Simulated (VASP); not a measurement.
Crystal: BaTiO3.

```
Ba Ti O
1.0
     4.00600    0.00000    0.00000
     0.00000    4.00600    0.00000
     0.00000    0.00000    4.00600
Ba Ti O
1 1 3
Direct
  0.50000 0.50000 0.50000
  0.00000 0.00000 0.00000
  0.50000 0.00000 0.00000
  0.00000 0.50000 0.00000
  0.00000 0.00000 0.50000
```

Base run:

| Quantity | Value |
| --- | --- |
| Program | VASP 6.6.1 |
| Functional | LDA |
| Potentials or basis | VASP PAW LDA potentials, release 64 (Ba_sv, Ti_sv, O) |
| Cutoff | 520 eV |
| k mesh | 4 × 4 × 4 |
| Occupations | methfessel-paxton, width 0.01 eV |
| Spin | no spin polarisation |
| Hubbard terms | Ti d U = 4.0 eV |

Its results: band gap on the k mesh 2.09 eV, indirect (least direct gap 2.27 eV); pressure -4.1 GPa.

**Question.** The run is repeated on the same cell with these changes: hubbard terms from Ti d U = 4.0 eV to Ti d U = 8.0 eV. What comes out?

**Answer.** Band gap on the k mesh 2.63 eV, indirect (least direct gap 2.85 eV); pressure -0.7 GPa.

Caveats: spin-orbit coupling is left out, which moves the levels of the heavy elements.

A k mesh can miss the band edges.
